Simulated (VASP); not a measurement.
Set up this calculation in VASP 6.6.1, as the native input.

| Item | Value |
| --- | --- |
| Task | single point |
| Functional | PBE |
| Potentials or basis | VASP PAW PBE potentials, release 64 (Si, Sn_d) |
| Cutoff | 520 eV |
| k mesh | 8 × 10 × 6 |
| Occupations | gaussian, width 0.1 eV |
| Spin | no spin polarisation |
| Dipole correction | no |
| Further INCAR settings | ALGO = Fast; EDIFF = 1e-06; NBANDS = 38 |

The structure of SiSn4 lies in POSCAR:

```
SiSn4
1.0
    5.5562564409      0.0000000000     -0.0643628717
    0.0000000000      3.8858144378      0.0000000000
   -0.3430263702      0.0000000000      6.1500746212
Si Sn
1 4
Direct
    0.5000000000      0.5000000000      0.5000000000
    0.7514629002      0.5000000000      0.1287081459
    0.1937010201      0.0000000000      0.3090626024
    0.8062989799      0.0000000000      0.6909373976
    0.2485370998      0.5000000000      0.8712918541
```

The input as run:

INCAR

```
SYSTEM = SiSn4
ALGO = Fast ; EDIFF = 1E-6
ENCUT = 520 ; GGA = PE
ISIF = 2 ; ISMEAR = 0
LASPH = .TRUE. ; LCHARG = .FALSE.
LREAL = .FALSE. ; LWAVE = .FALSE.
NBANDS = 38 ; NELM = 60
PREC = Accurate ; SIGMA = 0.1
```

KPOINTS

```
k-points
0
G
  8 10 6
  0 0 0
```

Potentials or basis: VASP PAW PBE potentials, release 64 (Si, Sn_d).

Launch:

```sh
$ cat potpaw_PBE.64/Si/POTCAR potpaw_PBE.64/Sn_d/POTCAR > POTCAR
$ mpirun -np 1 vasp_std > vasp.out
```

Results of the run:

- Pressure: -0.1 GPa
- Band gap on the k mesh: zero (bands 30 and 31 overlap by 3.05 eV)

Caveat: spin-orbit coupling is left out, which moves the levels of the heavy elements.

Run time: 4.8 min on 1 thread of Intel(R) Xeon(R) 6975P-C (Granite Rapids), with other jobs on the host, peak memory 0.66 GiB.
